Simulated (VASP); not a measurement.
# GaN (P6_3mc) in VASP: a series of runs

Runs on GaN. Level: PBEsol. Tasks: single point.

All numbers are computed with VASP 6.6.1; they aren't measurements. Logs are shortened: lines on timing, memory, paths and dates and some standing lists are left out, and cuts for length are marked.

### 1 The cell of the first run

It takes space group P6_3mc (No. 186, hexagonal). Conventional cell: a = 3.135 Å, b = 3.135 Å, c = 5.108 Å, α = 90.00°, β = 90.00°, γ = 120.00°. Ga (site symmetry 3m) has 4 N at 1.92 Å within 2.5 Å. N (site symmetry 3m) has 4 Ga at 1.92 Å within 2.5 Å.

### 2 Single point, PBEsol (strain -0.015 along x and y, -0.015 along z)

Input file INCAR:

```
SYSTEM = GaN
  PREC = Accurate
  ENCUT = 520
  EDIFF = 1E-6
  ISMEAR = 0
  SIGMA = 0.05
  LREAL = .FALSE.
  LASPH = .TRUE.
  NELM = 80
  ALGO = Normal
  ISIF = 2
  LWAVE = .FALSE.
  LCHARG = .FALSE.
  GGA = PS
  NBANDS = 26
```

Input file KPOINTS:

```
regular mesh
0
G
  12 12 6
  0 0 0
```

Input file POSCAR:

```
GaN
1.0
    3.1348398099      0.0000000000      0.0000000000
   -1.5674199049      2.7148509121      0.0000000000
    0.0000000000      0.0000000000      5.1076446883
Ga N
2 2
Direct
    0.3333333333      0.6666666667      0.9991941071
    0.6666666667      0.3333333333      0.4991941071
    0.3333333333      0.6666666667      0.3758058929
    0.6666666667      0.3333333333      0.8758058929
```

Potentials or basis: VASP PAW PBE potentials, release 64 (Ga_d, N).

Command:

```console
cat potpaw_PBE.64/Ga_d/POTCAR potpaw_PBE.64/N/POTCAR > POTCAR
mpirun -np 1 vasp_std > vasp.out
```

OUTCAR:

```text
SYSTEM = GaN
   PREC = Accurate
   ENCUT = 520
   EDIFF = 1E-6
   ISMEAR = 0
   LREAL = .FALSE.
   LASPH = .TRUE.
   NELM = 80
   ISIF = 2
   GGA = PS

 ion  position               nearest neighbor table
   1  0.333  0.667  0.999-   4 1.92   4 1.92   4 1.92   3 1.92
   2  0.667  0.333  0.499-   3 1.92   3 1.92   3 1.92   4 1.92
   3  0.333  0.667  0.376-   2 1.92   2 1.92   2 1.92   1 1.92
   4  0.667  0.333  0.876-   1 1.92   1 1.92   1 1.92   2 1.92

  LATTYP: Found a hexagonal cell.
 ALAT       =     3.1348398099
 C/A-ratio  =     1.6293160091

  Lattice vectors:

 A1 = (   3.1348398099,   0.0000000000,   0.0000000000)
 A2 = (  -1.5674199049,   2.7148509121,   0.0000000000)
 A3 = (   0.0000000000,   0.0000000000,   5.1076446883)

Analysis of symmetry for initial positions (statically):
=====================================================================
 Subroutine PRICEL returns:
 Original cell was already a primitive cell.

 Routine SETGRP: Setting up the symmetry group for a
 hexagonal supercell.

 Subroutine GETGRP returns: Found 12 space group operations
 (whereof  6 operations were pure point group operations)
 out of a pool of 24 trial point group operations.

The static configuration has the point symmetry C_3v.
 The point group associated with its full space group is C_6v.

Analysis of symmetry for dynamics (positions and initial velocities):
=====================================================================
 Subroutine PRICEL returns:
 Original cell was already a primitive cell.

 Routine SETGRP: Setting up the symmetry group for a
 hexagonal supercell.

 Subroutine GETGRP returns: Found 12 space group operations
 (whereof  6 operations were pure point group operations)
 out of a pool of 24 trial point group operations.

The dynamic configuration has the point symmetry C_3v.
 The point group associated with its full space group is C_6v.

 Subroutine INISYM returns: Found 12 space group operations
 (whereof  6 operations are pure point group operations),
 and found     1 'primitive' translations

----------------------------------------------------------------------------------------

                                     Primitive cell

  volume of cell :      43.4692

  direct lattice vectors                    reciprocal lattice vectors
     3.134839810  0.000000000  0.000000000     0.318995566  0.184172176  0.000000000
    -1.567419905  2.714850912  0.000000000     0.000000000  0.368344352  0.000000000
     0.000000000  0.000000000  5.107644688     0.000000000  0.000000000  0.195784958

  length of vectors
     3.134839810  3.134839810  5.107644688     0.368344352  0.368344352  0.195784958

  position of ions in fractional coordinates (direct lattice)
     0.333333333  0.666666667  0.999194107
     0.666666667  0.333333333  0.499194107
     0.333333333  0.666666667  0.375805893
     0.666666667  0.333333333  0.875805893

  ion indices of the primitive-cell ions
   primitive index   ion index
                 1           1
                 2           2
                 3           3
                 4           4

----------------------------------------------------------------------------------------

 KPOINTS: regular mesh

Automatic generation of k-mesh.
 Grid dimensions read from file:
 generate k-points for:   12   12    6

 Generating k-lattice:

  Cartesian coordinates                     Fractional coordinates (reciprocal lattice)
     0.026582964  0.015347681  0.000000000     0.083333333  0.000000000  0.000000000
     0.000000000  0.030695363  0.000000000     0.000000000  0.083333333  0.000000000
     0.000000000  0.000000000  0.032630826     0.000000000  0.000000000  0.166666667

  Length of vectors
     0.030695363  0.030695363  0.032630826

  Shift w.r.t. Gamma in fractional coordinates (k-lattice)
     0.000000000  0.000000000  0.000000000

 Subroutine IBZKPT returns following result:
 ===========================================

 Found     76 irreducible k-points:

 Following reciprocal coordinates:
            Coordinates               Weight
  0.000000  0.000000  0.000000      1.000000
  0.083333  0.000000  0.000000      6.000000
  0.166667 -0.000000  0.000000      6.000000
  0.250000  0.000000  0.000000      6.000000
  0.333333 -0.000000  0.000000      6.000000
  0.416667 -0.000000  0.000000      6.000000
[... 16 lines left out ...]
  0.250000  0.000000  0.166667     12.000000
  0.333333 -0.000000  0.166667     12.000000
 [... further k-points ...]
   k-points           NKPTS =     76   k-points in BZ     NKDIM =     76   number of bands    NBANDS=     26
   number of dos      NEDOS =    301   number of ions     NIONS =      4
   total plane-waves  NPLWV =  23040
   dimension x,y,z NGX =    24 NGY =   24 NGZ =   40
   dimension x,y,z NGXF=    48 NGYF=   48 NGZF=   80
   ions per type =               2   2
   NGX,Y,Z   is equivalent  to a cutoff of  12.73, 12.73, 13.02 a.u.
   NGXF,Y,Z  is equivalent  to a cutoff of  25.46, 25.46, 26.04 a.u.
 SYSTEM =  GaN
   PREC   = accura    normal or accurate (medium, high low for compatibility)
   ISTART =      0    job   : 0-new  1-cont  2-samecut
   ICHARG =      2    charge: 1-file 2-atom 10-const
   ISPIN  =      1    spin polarized calculation?
   LNONCOLLINEAR =      F non collinear calculations
   LSORBIT =      F    spin-orbit coupling
   LASPH  =      T    aspherical Exc in radial PAW
   ENCUT  =  520.0 eV  38.22 Ry    6.18 a.u.   5.83  5.83  9.50*2*pi/ulx,y,z
   NELM   =     80;   NELMIN=  2; NELMDL= -5     # of ELM steps
   EDIFF  = 0.1E-05   stopping-criterion for ELM
   LREAL  =      F    real-space projection
   EDIFFG = 0.1E-04   stopping-criterion for IOM
   NSW    =      0    number of steps for IOM
   IBRION =     -1    ionic relax: 0-MD 1-quasi-New 2-CG
   NFREE  =      0    steps in history (QN), initial steepest desc. (CG)
   ISIF   =      2    stress and relaxation
   ISYM   =      2    0-nonsym 1-usesym 2-fastsym
   POTIM  = 0.5000    time-step for ionic-motion
   TEBEG  =    0.0;   TEEND  =   0.0 temperature during run
   PSTRESS=    0.0 pullay stress
   NELECT =      36.0000    total number of electrons
   NUPDOWN=      -1.0000    fix difference up-down
   EMIN   =  10.00;   EMAX   =-10.00  energy-range for DOS
   EFERMI =   0.00;   METHOD = LEGACY
   ISMEAR =     0;   SIGMA  =   0.05  broadening in eV -4-tet -1-fermi 0-gaus
   EFERMI_NEDOS =   21; number of points for ismear=-14 and -15
   IALGO  =     38    algorithm
   IMIX   =      4    mixing-type and parameters
     AMIX     =   0.40;   BMIX     =  1.00
     AMIX_MAG =   1.60;   BMIX_MAG =  1.00
  volume/ion in A,a.u.               =      10.87        73.34
  Fermi-wavevector in a.u.,A,eV,Ry     =   1.537382  2.905230 32.157941  2.363542
  Thomas-Fermi vector in A             =   2.643898
   LORBIT       =      0    0 simple, 1 ext, 2 COOP (PROOUT), +10 PAW based schemes
   GGA     = PS    functional components
   LHFCALC =     F    Hartree Fock is set to
   AEXX    =    0.0000 exact exchange contribution
   IVDW    =     0    specifies the selected vdW correction
   LEPSILON=     F    determine dielectric tensor
   LRPA    =     F    only Hartree local field effects (RPA)
 non-spin polarized calculation
 Gauss-broadening in eV      SIGMA  =   0.05
  energy-cutoff  :      520.00
  volume of cell :       43.47
 maximum number of plane-waves:      1188
 NGX is ok and might be reduce to    24
   NGX = 11   NGY = 11   NGZ = 19

 number of electron      36.0000036 magnetization

 Free energy of the ion-electron system (eV)
  ---------------------------------------------------
  ext. energy  EPLUGINS =         0.00000000
  ---------------------------------------------------
  free energy    TOTEN  =       -26.21326030 eV

  energy without entropy =      -26.21326030  energy(sigma->0) =      -26.21326030

 E-fermi :   5.9684     XC(G=0): -12.1745

 val. band max:        5.7452409563   @ k =   0.0000   0.0000   0.0000
 cond. band min:       7.9410646213   @ k =   0.0000   0.0000   0.0000
 fundamental gap:      2.1958236650
 Fermi energy:         5.9683987054

 k-point     1 :       0.0000    0.0000    0.0000
  band No.  band energies     occupation
      1     -10.6777      2.00000
      2      -9.5584      2.00000
      3      -7.7086      2.00000
      4      -7.6913      2.00000
      5      -7.6913      2.00000
      6      -7.6191      2.00000
[... 18 lines left out ...]
     25      17.7389      0.00000
     26      17.7389      0.00000

 k-point     2 :       0.0833    0.0000    0.0000
  band No.  band energies     occupation
      1     -10.6007      2.00000
      2      -9.5360      2.00000
      3      -7.7023      2.00000
      4      -7.6795      2.00000
      5      -7.6707      2.00000
      6      -7.6108      2.00000
[... 18 lines left out ...]
     25      17.3706      0.00000
     26      17.9046      0.00000

 k-point     3 :       0.1667   -0.0000    0.0000
  band No.  band energies     occupation
      1     -10.3878      2.00000
      2      -9.4806      2.00000
      3      -7.6750      2.00000
      4      -7.6507      2.00000
      5      -7.6157      2.00000
      6      -7.5745      2.00000
[... 18 lines left out ...]
     25      17.3834      0.00000
     26      18.2788      0.00000

 k-point     4 :       0.2500    0.0000    0.0000
  band No.  band energies     occupation
      1     -10.0970      2.00000
      2      -9.4182      2.00000
      3      -7.6459      2.00000
      4      -7.6219      2.00000
      5      -7.5557      2.00000
      6      -7.4988      2.00000
[... 18 lines left out ...]
     25      17.3233      0.00000
     26      18.7816      0.00000
[... 496 lines left out ...]
      1     -10.3077      2.00000
      2      -9.5121      2.00000
      3      -7.6710      2.00000
      4      -7.6468      2.00000
      5      -7.6138      2.00000
      6      -7.5735      2.00000
[... 18 lines left out ...]
     25      16.9671      0.00000
     26      18.0520      0.00000

 k-point    23 :       0.2500    0.0000    0.1667
  band No.  band energies     occupation
      1     -10.0306      2.00000
      2      -9.4379      2.00000
      3      -7.6470      2.00000
      4      -7.6145      2.00000
      5      -7.5710      2.00000
      6      -7.5077      2.00000
[... 18 lines left out ...]
     25      17.0499      0.00000
     26      18.6007      0.00000

 k-point    24 :       0.3333   -0.0000    0.1667
  band No.  band energies     occupation
      1      -9.7706      2.00000
      2      -9.3813      2.00000
      3      -7.6392      2.00000
      4      -7.5956      2.00000
      5      -7.5378      2.00000
      6      -7.4502      2.00000
[... 18 lines left out ...]
     25      17.2552      0.00000
     26      19.2348      0.00000

 [... further k-points ...]
[... 5 lines left out ...]
  --------------------------------------------------------------------------------------
  -------------------------------------------------------------------------------------
  Total        2.4957261      2.4957261      2.4947466      0.0000000      0.0000000      0.0000000
  in kB       91.9867961     91.9867960     91.9506935      0.0000000      0.0000000      0.0000000
  external PRESSURE =      91.9747619 kB  Pullay stress =       0.0000000 kB

 VOLUME and BASIS-vectors are now :
 -----------------------------------------------------------------------------
  energy-cutoff  :      520.00
  volume of cell :       43.47
      direct lattice vectors                 reciprocal lattice vectors
     3.134839810  0.000000000  0.000000000     0.318995566  0.184172176  0.000000000
    -1.567419905  2.714850912  0.000000000     0.000000000  0.368344352  0.000000000
     0.000000000  0.000000000  5.107644688     0.000000000  0.000000000  0.195784958

 POSITION                                       TOTAL-FORCE (eV/Angst)
 -----------------------------------------------------------------------------------
     -0.00000      1.80990      5.10353         0.000000      0.000000      0.009593
      1.56742      0.90495      2.54971        -0.000000      0.000000      0.009593
     -0.00000      1.80990      1.91948        -0.000000      0.000000     -0.009593
      1.56742      0.90495      4.47331         0.000000     -0.000000     -0.009593
 -----------------------------------------------------------------------------------
    total drift:                               -0.000001     -0.000001      0.000681

  FREE ENERGIE OF THE ION-ELECTRON SYSTEM (eV)
  ---------------------------------------------------
  free  energy   TOTEN  =       -26.2132602985 eV

  energy  without entropy=      -26.2132602985  energy(sigma->0) =      -26.21326030
```

Run time: 34 s. Hardware: 1 thread of Intel Xeon 6975P-C (Granite Rapids), shared host; peak memory 0.2 GiB.

Results:

| Property | Result |
| --- | --- |
| Free energy | -26.2133 eV |
| Pressure | 9.2 GPa |
| Largest force | 0.010 eV/Å |
| Band gap on the k mesh | 2.20 eV, direct |

Forces on the atoms (eV/Å):
```
Ga   0.000  0.000  0.010
Ga   0.000  0.000  0.010
N    0.000  0.000 -0.010
N    0.000  0.000 -0.010
```

Caveat: the cell differs from its parent crystal (strain -0.015 along x and y, -0.015 along z); the PAW data sets were made with another functional, which shifts forces and pressure a little.

### 3 Single point, PBEsol (strain -0.030 along x and y, +0.030 along z)

Input file INCAR:

```
SYSTEM = GaN
PREC = Accurate
ENCUT = 520
EDIFF = 1E-6
ISMEAR = 0
SIGMA = 0.05
LREAL = .False.
LASPH = .True.
NELM = 80
ALGO = Normal
ISIF = 2
LWAVE = .False.
LCHARG = .True.
GGA = PS
LELF = .True.
LVHAR = .True.
NBANDS = 26
```

Input file KPOINTS:

```
regular mesh
0
Gamma
  12 12 6
  0 0 0
```

Input file POSCAR:

```
GaN
1.0
    3.0871011326      0.0000000000      0.0000000000
   -1.5435505663      2.6735080048      0.0000000000
    0.0000000000      0.0000000000      5.3409888619
Ga N
2 2
Direct
    0.3333333333      0.6666666667      0.9991941071
    0.6666666667      0.3333333333      0.4991941071
    0.3333333333      0.6666666667      0.3758058929
    0.6666666667      0.3333333333      0.8758058929
```

Potentials or basis: VASP PAW PBE potentials, release 64 (Ga_d, N).

Command:

```console
cat potpaw_PBE.64/Ga_d/POTCAR potpaw_PBE.64/N/POTCAR > POTCAR
mpirun -np 1 vasp_std > vasp.out
```

Run time: 32 s. Hardware: 1 thread of Intel Xeon 6975P-C (Granite Rapids), shared host; peak memory 0.2 GiB.

It converged, with:

- Free energy: -26.1087 eV
- Pressure: 7.2 GPa
- Largest force: 0.562 eV/Å
- Band gap on the k mesh: 1.84 eV, direct

Forces in eV/Å, atoms in the order of the input:
```
Ga   0.000  0.000  0.562
Ga   0.000  0.000  0.562
N    0.000  0.000 -0.562
N    0.000  0.000 -0.562
```

Stress tensor (GPa, compression positive):
```
15.23  0.00  0.00
 0.00 15.23  0.00
 0.00  0.00 -8.73
```

Levels at points of the mesh, in eV from the valence-band top:
| k point | band 14 | band 15 | band 16 | band 17 | band 18 | band 19 | band 20 | band 21 | band 22 | band 23 |
| --- | --- | --- | --- | --- | --- | --- | --- | --- | --- | --- |
| (0.00, 0.00, 0.00) | -0.88 | -0.88 | -0.31 | 0.00 | 0.00 | 1.84 | 4.92 | 8.77 | 9.82 | 10.48 |
| (0.50, 0.00, 0.00) | -5.80 | -4.41 | -2.73 | -2.39 | -1.20 | 5.35 | 5.45 | 5.65 | 8.45 | 9.97 |
| (0.00, 0.00, 0.50) | -4.33 | -0.45 | -0.45 | -0.45 | -0.45 | 4.52 | 4.52 | 8.19 | 8.19 | 10.99 |
| (0.50, 0.00, 0.50) | -6.94 | -2.26 | -2.26 | -2.02 | -2.02 | 4.15 | 4.15 | 7.72 | 7.72 | 9.90 |

Caveat: the cell differs from its parent crystal (strain -0.030 along x and y, +0.030 along z); the PAW data sets were made with another functional, which shifts forces and pressure a little.
